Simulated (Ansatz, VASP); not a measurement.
Two plane-wave programs on LiBeF3

Contents of INCAR:

```
PREC = Accurate ; ENCUT = 520
EDIFF = 1E-6 ; ISMEAR = 0
SIGMA = 0.1 ; LREAL = False
LASPH = True ; NELM = 80
ALGO = Normal ; ISIF = 2
LWAVE = False ; LCHARG = False
GGA = PE ; NBANDS = 21
```

KPOINTS

```
Automatic mesh
0
Gamma
  6 4 4
```

File POSCAR:

```
LiBeF3
1.0
    2.7695239696      0.0000000000      0.0000000000
    0.0000000000      2.6153765733      4.0736984480
    0.0000000000     -2.6153765733      4.0736984480
Li Be F
1 1 3
Direct
    0.5000000000      0.6937090999      0.6937090999
    0.0000000000      0.0547814414      0.0547814414
    0.5000000000      0.9445485858      0.9445485858
    0.0000000000      0.9053081426      0.4011829503
    0.0000000000      0.4011829503      0.9053081426
```

Input for Ansatz:

```yaml
crystal:
  lattice:
    - [2.7695239696, 0.0, 0.0]
    - [0.0, 2.6153765733, 4.073698448]
    - [0.0, -2.6153765733, 4.073698448]
  atoms:
    - { symbol: Li, position: [0.5, 0.6937090999, 0.6937090999] }
    - { symbol: Be, position: [0.0, 0.0547814414, 0.0547814414] }
    - { symbol: F, position: [0.5, 0.9445485858, 0.9445485858] }
    - { symbol: F, position: [0.0, 0.9053081426, 0.4011829503] }
    - { symbol: F, position: [0.0, 0.4011829503, 0.9053081426] }
basis:
  ecutwfc: 420
kpoints:
  mp_grid: { grid: [6, 4, 4] }
hamiltonian:
  xc: pbe
scf:
  occupations: { method: gaussian, width: 0.1 }
  lower_state_search: "off"
output:
  forces: true
  stress: true
  eigenvalues: true
```

Change from the starting cell: the structure that the rattled cell fell into.

Alike in both runs: task single point; functional PBE; k mesh 6 × 4 × 4; occupations gaussian, width 0.1 eV; no spin polarisation.

|  | VASP | Ansatz |
| --- | --- | --- |
| version | VASP 6.6.1 | Ansatz 0.2.0 |
| potentials or method | VASP PAW PBE potentials, release 64 (Li_sv, Be, F), cutoff 520 eV | scalar-relativistic, plane waves, PAW |
| valence electrons in the cell | 26 | 26 |

Ansatz gave:

```
gap on the k mesh at the Fermi level (eV) : 7.54
least direct gap on the mesh (eV)         : 7.58
rms of the force components (eV/Å)        : 0.003
```

**Question.** Estimate VASP's values.

**Answer.** gap on the k mesh at the Fermi level (eV): 7.52; least direct gap on the mesh (eV): 7.57; rms of the force components (eV/Å): 0.015.

Atom by atom the forces differ by 0.017 eV/Å (rms over components). With one functional, cell and mesh, what is left measures potentials, basis and numerics.

Noted on VASP's run: the cutoff is short for stress, so the pressure is rough.
